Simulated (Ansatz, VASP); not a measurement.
**AlNi3: VASP beside Ansatz**

```
CELL_PARAMETERS angstrom
0.00000 2.80215 2.80215
2.80215 0.00000 2.80215
2.80215 2.80215 0.00000
ATOMIC_POSITIONS crystal
Al 0.50000 0.50000 0.50000
Ni 0.25000 0.25000 0.25000
Ni 0.00000 0.00000 0.00000
Ni 0.75000 0.75000 0.75000
```

Alike in both runs: functional PBE; dispersion D3(BJ); k mesh 14 × 14 × 14; occupations gaussian, width 0.1 eV; no spin polarisation.

Ansatz relaxed the structure, and its values are those at the end. VASP's run is a single point on that final structure, the one shown.

|  | VASP | Ansatz |
| --- | --- | --- |
| version | VASP 6.6.1 | Ansatz 0.2.0 |
| potentials or method | VASP PAW PBE potentials, release 64 (Al, Ni), cutoff 520 eV | scalar-relativistic, plane waves, PAW |
| valence electrons in the cell | 33 | 57 |

|  | VASP | Ansatz | Ansatz less VASP |
| --- | --- | --- | --- |
| gap on the k mesh at the Fermi level (eV) | none | none | - |
| pressure (GPa) | -0.1 | 0.0 | +0.10 |

A gap of «none» marks a metal or a gap that the smearing closes. VASP's potentials hold 33 valence electrons a cell and Ansatz's 57, so a difference there can come from the potentials and not from the codes.
